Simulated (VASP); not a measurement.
# Sr (Fm-3m) in VASP: notebook

Aim: see how the results for Sr move with the level of theory and the settings. Levels: LDA, PBEsol. Tasks: single point.

Everything below comes from runs of VASP 6.6.1. Logs are shortened: lines on timing, memory, paths and dates and some standing lists are left out, and cuts for length are marked.

## Step 1: The cell of the first run

Symmetry: Fm-3m, No. 225, cubic system. The conventional cell has a = 6.125 Å, b = 6.125 Å, c = 6.125 Å, α = 90.00°, β = 90.00°, γ = 90.00°. Within 5.7 Å of Sr (site symmetry m-3m) lie 12 Sr at 4.33 Å.

## Step 2: Single point, LDA

File INCAR:

```
SYSTEM = Sr
  ALGO = Normal
  EDIFF = 1E-6
  ENCUT = 520
  GGA = CA
  ISIF = 2
  ISMEAR = -1
  LASPH = .True.
  LCHARG = .False.
  LREAL = .False.
  LWAVE = .False.
  NBANDS = 11
  NELM = 100
  PREC = Accurate
  SIGMA = 0.05
```

File KPOINTS:

```
k-points
0
Gamma
  8 8 8
  0 0 0
```

File POSCAR:

```
Sr
1.0
    0.0000000000      3.0624986004      3.0624986004
    3.0624986004      0.0000000000      3.0624986004
    3.0624986004      3.0624986004      0.0000000000
Sr
1
Direct
    0.0000000000      0.0000000000      0.0000000000
```

Potentials or basis: VASP PAW LDA potentials, release 64 (Sr_sv).

Run with:

```
cat potpaw_LDA.64/Sr_sv/POTCAR > POTCAR
mpirun -np 1 vasp_std > vasp.out
```

OUTCAR:

```text
SYSTEM = Sr
   EDIFF = 1E-6
   ENCUT = 520
   GGA = CA
   ISIF = 2
   ISMEAR = -1
   LASPH = .True.
   LREAL = .False.
   NELM = 100
   PREC = Accurate

 ion  position               nearest neighbor table
   1  0.000  0.000  0.000-

  LATTYP: Found a face centered cubic cell.
 ALAT       =     6.1249972008

  Lattice vectors:

 A1 = (   0.0000000000,   3.0624986004,   3.0624986004)
 A2 = (   3.0624986004,   0.0000000000,   3.0624986004)
 A3 = (   3.0624986004,   3.0624986004,   0.0000000000)

Analysis of symmetry for initial positions (statically):
=====================================================================
 Subroutine PRICEL returns:
 Original cell was already a primitive cell.

 Routine SETGRP: Setting up the symmetry group for a
 face centered cubic supercell.

 Subroutine GETGRP returns: Found 48 space group operations
 (whereof 48 operations were pure point group operations)
 out of a pool of 48 trial point group operations.

The static configuration has the point symmetry O_h .

Analysis of symmetry for dynamics (positions and initial velocities):
=====================================================================
 Subroutine PRICEL returns:
 Original cell was already a primitive cell.

 Routine SETGRP: Setting up the symmetry group for a
 face centered cubic supercell.

 Subroutine GETGRP returns: Found 48 space group operations
 (whereof 48 operations were pure point group operations)
 out of a pool of 48 trial point group operations.

The dynamic configuration has the point symmetry O_h .

 Subroutine INISYM returns: Found 48 space group operations
 (whereof 48 operations are pure point group operations),
 and found     1 'primitive' translations

----------------------------------------------------------------------------------------

                                     Primitive cell

  volume of cell :      57.4457

  direct lattice vectors                    reciprocal lattice vectors
     0.000000000  3.062498600  3.062498600    -0.163265381  0.163265381  0.163265381
     3.062498600  0.000000000  3.062498600     0.163265381 -0.163265381  0.163265381
     3.062498600  3.062498600  0.000000000     0.163265381  0.163265381 -0.163265381

  length of vectors
     4.331027055  4.331027055  4.331027055     0.282783935  0.282783935  0.282783935

  position of ions in fractional coordinates (direct lattice)
     0.000000000  0.000000000  0.000000000

  ion indices of the primitive-cell ions
   primitive index   ion index
                 1           1

----------------------------------------------------------------------------------------

 KPOINTS: k-points

Automatic generation of k-mesh.
 Grid dimensions read from file:
 generate k-points for:    8    8    8

 Generating k-lattice:

  Cartesian coordinates                     Fractional coordinates (reciprocal lattice)
    -0.020408173  0.020408173  0.020408173     0.125000000  0.000000000  0.000000000
     0.020408173 -0.020408173  0.020408173     0.000000000  0.125000000  0.000000000
     0.020408173  0.020408173 -0.020408173     0.000000000  0.000000000  0.125000000

  Length of vectors
     0.035347992  0.035347992  0.035347992

  Shift w.r.t. Gamma in fractional coordinates (k-lattice)
     0.000000000  0.000000000  0.000000000

 Subroutine IBZKPT returns following result:
 ===========================================

 Found     29 irreducible k-points:

 Following reciprocal coordinates:
            Coordinates               Weight
  0.000000  0.000000  0.000000      1.000000
  0.125000  0.000000  0.000000      8.000000
  0.250000  0.000000  0.000000      8.000000
  0.375000  0.000000  0.000000      8.000000
  0.500000  0.000000  0.000000      4.000000
  0.125000  0.125000  0.000000      6.000000
[... 16 lines left out ...]
  0.500000  0.250000  0.125000     48.000000
 -0.375000  0.250000  0.125000     24.000000
 [... further k-points ...]
   k-points           NKPTS =     29   k-points in BZ     NKDIM =     29   number of bands    NBANDS=     11
   number of dos      NEDOS =    301   number of ions     NIONS =      1
   total plane-waves  NPLWV =  32768
   dimension x,y,z NGX =    32 NGY =   32 NGZ =   32
   dimension x,y,z NGXF=    64 NGYF=   64 NGZF=   64
   ions per type =               1
   NGX,Y,Z   is equivalent  to a cutoff of  12.28, 12.28, 12.28 a.u.
   NGXF,Y,Z  is equivalent  to a cutoff of  24.57, 24.57, 24.57 a.u.
 SYSTEM =  Sr
   PREC   = accura    normal or accurate (medium, high low for compatibility)
   ISTART =      0    job   : 0-new  1-cont  2-samecut
   ICHARG =      2    charge: 1-file 2-atom 10-const
   ISPIN  =      1    spin polarized calculation?
   LNONCOLLINEAR =      F non collinear calculations
   LSORBIT =      F    spin-orbit coupling
   LASPH  =      T    aspherical Exc in radial PAW
   ENCUT  =  520.0 eV  38.22 Ry    6.18 a.u.   8.05  8.05  8.05*2*pi/ulx,y,z
   NELM   =    100;   NELMIN=  2; NELMDL= -5     # of ELM steps
   EDIFF  = 0.1E-05   stopping-criterion for ELM
   LREAL  =      F    real-space projection
   EDIFFG = 0.1E-04   stopping-criterion for IOM
   NSW    =      0    number of steps for IOM
   IBRION =     -1    ionic relax: 0-MD 1-quasi-New 2-CG
   NFREE  =      0    steps in history (QN), initial steepest desc. (CG)
   ISIF   =      2    stress and relaxation
   ISYM   =      2    0-nonsym 1-usesym 2-fastsym
   POTIM  = 0.5000    time-step for ionic-motion
   TEBEG  =    0.0;   TEEND  =   0.0 temperature during run
   PSTRESS=    0.0 pullay stress
   NELECT =      10.0000    total number of electrons
   NUPDOWN=      -1.0000    fix difference up-down
   EMIN   =  10.00;   EMAX   =-10.00  energy-range for DOS
   EFERMI =   0.00;   METHOD = LEGACY
   ISMEAR =    -1;   SIGMA  =   0.05  broadening in eV -4-tet -1-fermi 0-gaus
   EFERMI_NEDOS =   21; number of points for ismear=-14 and -15
   IALGO  =     38    algorithm
   IMIX   =      4    mixing-type and parameters
     AMIX     =   0.40;   BMIX     =  1.00
     AMIX_MAG =   1.60;   BMIX_MAG =  1.00
  volume/ion in A,a.u.               =      57.45       387.66
  Fermi-wavevector in a.u.,A,eV,Ry     =   0.914090  1.727380 11.368490  0.835560
  Thomas-Fermi vector in A             =   2.038677
   LORBIT       =      0    0 simple, 1 ext, 2 COOP (PROOUT), +10 PAW based schemes
   GGA     = CA    functional components
   LHFCALC =     F    Hartree Fock is set to
   AEXX    =    0.0000 exact exchange contribution
   IVDW    =     0    specifies the selected vdW correction
   LEPSILON=     F    determine dielectric tensor
   LRPA    =     F    only Hartree local field effects (RPA)
 non-spin polarized calculation
  energy-cutoff  :      520.00
  volume of cell :       57.45
 maximum number of plane-waves:      1572
   NGX = 17   NGY = 17   NGZ = 17

 number of electron      10.0000000 magnetization

 Free energy of the ion-electron system (eV)
  ---------------------------------------------------
  ext. energy  EPLUGINS =         0.00000000
  ---------------------------------------------------
  free energy    TOTEN  =        -1.85057454 eV

  energy without entropy =       -1.84251328  energy(sigma->0) =       -1.84654391

 E-fermi :   1.2672     XC(G=0):  -7.4220

 val. band max:        1.1993288507   @ k =  -0.3750   0.3750   0.0000
 cond. band min:       1.3134114077   @ k =  -0.3750   0.2500   0.1250
 fundamental gap:      0.1140825570
 Fermi energy:         1.2672241577

 k-point     1 :       0.0000    0.0000    0.0000
  band No.  band energies     occupation
      1     -35.2736      2.00000
      2     -17.2634      2.00000
      3     -17.2634      2.00000
      4     -17.2634      2.00000
      5      -2.3189      2.00000
      6       3.4647      0.00000
      7       3.4647      0.00000
      8       3.4647      0.00000
      9       4.8463      0.00000
     10       4.8463      0.00000
     11       8.3216      0.00000

 k-point     2 :       0.1250    0.0000    0.0000
  band No.  band energies     occupation
      1     -35.2719      2.00000
      2     -17.2891      2.00000
      3     -17.2669      2.00000
      4     -17.2669      2.00000
      5      -2.0781      2.00000
      6       3.1338      0.00000
      7       3.5672      0.00000
      8       3.5672      0.00000
      9       4.7278      0.00000
     10       4.7278      0.00000
     11       8.8467      0.00000

 k-point     3 :       0.2500    0.0000    0.0000
  band No.  band energies     occupation
      1     -35.2678      2.00000
      2     -17.3503      2.00000
      3     -17.2754      2.00000
      4     -17.2754      2.00000
      5      -1.4071      2.00000
      6       2.4700      0.00000
      7       3.6150      0.00000
      8       3.6150      0.00000
      9       4.8105      0.00000
     10       4.8105      0.00000
     11       7.8763      0.00000

 k-point     4 :       0.3750    0.0000    0.0000
  band No.  band energies     occupation
      1     -35.2637      2.00000
      2     -17.4104      2.00000
      3     -17.2838      2.00000
      4     -17.2838      2.00000
      5      -0.4874      2.00000
      6       1.7956      0.00005
      7       3.4268      0.00000
      8       3.4268      0.00000
      9       5.4146      0.00000
     10       5.4146      0.00000
     11       6.8983      0.00000

 k-point     5 :       0.5000    0.0000    0.0000
  band No.  band energies     occupation
      1     -35.2620      2.00000
      2     -17.4350      2.00000
      3     -17.2873      2.00000
      4     -17.2873      2.00000
      5       0.1243      2.00000
      6       1.3558      0.29084
      7       3.3283      0.00000
      8       3.3283      0.00000
      9       5.8356      0.00000
     10       5.8356      0.00000
     11       6.4562      0.00000

 k-point     6 :       0.1250    0.1250    0.0000
  band No.  band energies     occupation
      1     -35.2714      2.00000
      2     -17.2884      2.00000
      3     -17.2727      2.00000
      4     -17.2727      2.00000
      5      -1.9981      2.00000
      6       3.0536      0.00000
      7       3.6231      0.00000
      8       3.6231      0.00000
      9       4.3347      0.00000
     10       4.9696      0.00000
     11       9.1003      0.00000

 k-point     7 :       0.2500    0.1250    0.0000
  band No.  band energies     occupation
      1     -35.2681      2.00000
      2     -17.3337      2.00000
      3     -17.2827      2.00000
      4     -17.2801      2.00000
      5      -1.4691      2.00000
      6       2.5758      0.00000
      7       3.5527      0.00000
      8       3.7627      0.00000
      9       4.2396      0.00000
     10       5.1145      0.00000
     11       8.6133      0.00000

 k-point     8 :       0.3750    0.1250    0.0000
  band No.  band energies     occupation
      1     -35.2640      2.00000
      2     -17.3907      2.00000
      3     -17.2916      2.00000
      4     -17.2911      2.00000
      5      -0.6102      2.00000
      6       1.9883      0.00000
      7       3.1660      0.00000
      8       3.6699      0.00000
      9       4.9031      0.00000
     10       5.5749      0.00000
     11       7.2408      0.00000
[... 141 lines left out ...]
 k-point    19 :       0.5000    0.3750    0.0000
  band No.  band energies     occupation
      1     -35.2587      2.00000
      2     -17.4137      2.00000
      3     -17.3340      2.00000
      4     -17.3207      2.00000
      5       0.6303      1.99999
      6       1.6556      0.00085
      7       2.2515      0.00000
      8       4.9806      0.00000
      9       5.4312      0.00000
     10       5.9953      0.00000
     11       6.2663      0.00000

 k-point    20 :      -0.3750    0.3750    0.0000
  band No.  band energies     occupation
      1     -35.2585      2.00000
      2     -17.3973      2.00000
      3     -17.3630      2.00000
      4     -17.3135      2.00000
      5       1.1993      1.59084
      6       1.4706      0.03365
      7       2.0722      0.00000
      8       4.5137      0.00000
      9       4.8326      0.00000
     10       5.6635      0.00000
     11       6.9242      0.00000

 k-point    21 :       0.5000    0.5000    0.0000
  band No.  band energies     occupation
      1     -35.2582      2.00000
      2     -17.4252      2.00000
      3     -17.3264      2.00000
      4     -17.3264      2.00000
      5       0.6560      1.99999
      6       1.5968      0.00274
      7       2.2812      0.00000
      8       5.8408      0.00000
      9       6.1210      0.00000
     10       6.1210      0.00000
     11       6.3810      0.00000

 k-point    22 :       0.3750    0.2500    0.1250
  band No.  band energies     occupation
      1     -35.2648      2.00000
      2     -17.3653      2.00000
      3     -17.3070      2.00000
      4     -17.2861      2.00000
      5      -0.8392      2.00000
      6       2.2444      0.00000
      7       3.0145      0.00000
      8       4.0918      0.00000
      9       4.2647      0.00000
     10       5.5599      0.00000
     11       7.9717      0.00000

 k-point    23 :       0.5000    0.2500    0.1250
  band No.  band energies     occupation
      1     -35.2614      2.00000
      2     -17.3977      2.00000
      3     -17.3260      2.00000
      4     -17.2962      2.00000
      5       0.0589      2.00000
      6       1.8279      0.00003
      7       2.5874      0.00000
      8       3.8951      0.00000
      9       4.9661      0.00000
     10       6.0368      0.00000
     11       6.6611      0.00000

 k-point    24 :      -0.3750    0.2500    0.1250
  band No.  band energies     occupation
      1     -35.2601      2.00000
      2     -17.4116      2.00000
      3     -17.3320      2.00000
      4     -17.3016      2.00000
      5       0.7795      1.99988
      6       1.3134      0.56839
      7       2.5495      0.00000
      8       3.7729      0.00000
      9       5.3067      0.00000
     10       6.1098      0.00000
     11       6.1482      0.00000

 [... further k-points ...]
[... 5 lines left out ...]
  --------------------------------------------------------------------------------------
  -------------------------------------------------------------------------------------
  Total       -0.6305881     -0.6305881     -0.6305881     -0.0000000     -0.0000000      0.0000000
  in kB      -17.5872785    -17.5872785    -17.5872785     -0.0000000     -0.0000000      0.0000000
  external PRESSURE =     -17.5872785 kB  Pullay stress =       0.0000000 kB

 VOLUME and BASIS-vectors are now :
 -----------------------------------------------------------------------------
  energy-cutoff  :      520.00
  volume of cell :       57.45
      direct lattice vectors                 reciprocal lattice vectors
     0.000000000  3.062498600  3.062498600    -0.163265381  0.163265381  0.163265381
     3.062498600  0.000000000  3.062498600     0.163265381 -0.163265381  0.163265381
     3.062498600  3.062498600  0.000000000     0.163265381  0.163265381 -0.163265381

 POSITION                                       TOTAL-FORCE (eV/Angst)
 -----------------------------------------------------------------------------------
      0.00000      0.00000      0.00000         0.000000      0.000000      0.000000
 -----------------------------------------------------------------------------------
    total drift:                                0.000000      0.000000      0.000000

  FREE ENERGIE OF THE ION-ELECTRON SYSTEM (eV)
  ---------------------------------------------------
  free  energy   TOTEN  =        -1.8505745442 eV

  energy  without entropy=       -1.8425132796  energy(sigma->0) =       -1.84654391
```

Run time: 9.8 s. Hardware: 1 thread of AMD EPYC 7R13 (Zen 3), shared host; peak memory 0.13 GiB.

Results:

```yaml
Free_energy: -1.8506 eV
Pressure: -1.8 GPa
Band_gap_on_the_k_mesh: zero (band 5 reaches 1.37 eV, above the bottom of band 6 at 1.31 eV)
```

## Step 3: Single point, PBEsol

This run uses another cell than the first one, of 56.32 Å³/atom, 0.980 times its volume.

File INCAR:

```
SYSTEM = Sr
ALGO = Normal
EDIFF = 1E-6
ENCUT = 520
GGA = PS
ISIF = 2
ISMEAR = -1
LASPH = .True.
LCHARG = .True.
LELF = .True.
LREAL = .False.
LVHAR = .True.
LWAVE = .False.
NBANDS = 11
NELM = 60
PREC = Accurate
SIGMA = 0.05
```

KPOINTS is that of step 2.

File POSCAR:

```
Sr
1.0
    0.0000000000      3.0423500000      3.0423500000
    3.0423500000      0.0000000000      3.0423500000
    3.0423500000      3.0423500000      0.0000000000
Sr
1
Direct
    0.0000000000      0.0000000000      0.0000000000
```

Potentials or basis: VASP PAW PBE potentials, release 64 (Sr_sv).

Run with:

```
cat potpaw_PBE.64/Sr_sv/POTCAR > POTCAR
mpirun -np 1 vasp_std > vasp.out
```

Wall time 12 s (1 thread of AMD EPYC 7R13 (Zen 3), shared host); peak memory 0.14 GiB.

The run converged. Its results:

```
Free energy            : -1.8358 eV
Pressure               : -0.9 GPa
Band gap on the k mesh : zero (band 5 reaches 1.50 eV, above the bottom of band 6 at 1.43 eV)
```

Levels at points of the mesh, in eV from the Fermi level:
| k point | band 1 | band 2 | band 3 | band 4 | band 5 | band 6 | band 7 | band 8 | band 9 | band 10 |
| --- | --- | --- | --- | --- | --- | --- | --- | --- | --- | --- |
| (0.00, 0.00, 0.00) | -36.57 | -18.47 | -18.47 | -18.47 | -3.60 | 2.33 | 2.33 | 2.33 | 3.76 | 3.76 |
| (0.50, 0.00, 0.00) | -36.55 | -18.65 | -18.50 | -18.50 | -1.10 | 0.07 | 2.18 | 2.18 | 4.78 | 4.78 |
| (0.50, 0.50, 0.00) | -36.55 | -18.64 | -18.54 | -18.54 | -0.60 | 0.38 | 1.03 | 4.79 | 5.08 | 5.08 |

Caveat: the PAW data sets were made with another functional, which shifts forces and pressure a little.

(Continued in part 2 of 3.)
